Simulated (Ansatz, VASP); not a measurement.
One calculation of Cd3CuO, two programs

```
Cd Cu O
1.0
     3.25655    0.00000    0.00000
     0.00000    3.25655    0.00000
     0.00000    0.00000    8.21730
Cd Cu O
3 1 1
Cartesian
  1.6283 1.6283 5.6673
  1.6283 1.6283 2.5500
  0.0000 0.0000 0.0000
  0.0000 0.0000 4.1086
  1.6283 1.6283 0.0000
```

Alike in both runs: functional PBE; k mesh 10 × 10 × 4; occupations gaussian, width 0.1 eV; no spin polarisation.

Ansatz relaxed the structure, and its values are those at the end. VASP's run is a single point on that final structure, the one shown.

```csv
,VASP,Ansatz
version,VASP 6.6.1,Ansatz 0.2.0
potentials or method,"VASP PAW PBE potentials, release 64 (Cd, Cu, O), cutoff 520 eV","scalar-relativistic, plane waves, PAW"
valence electrons in the cell,53,85
```

```csv
,VASP,Ansatz,Ansatz less VASP
gap on the k mesh at the Fermi level (eV),none,none,-
pressure (GPa),0.7,0.0,-0.66
rms of the force components (eV/Å),0.003,0.001,-0.0025
```

A gap of «none» marks a metal or a gap that the smearing closes. With one functional, cell and mesh, what is left measures potentials, basis and numerics. VASP's potentials hold 53 valence electrons a cell and Ansatz's 85, so a difference there can come from the potentials and not from the codes.
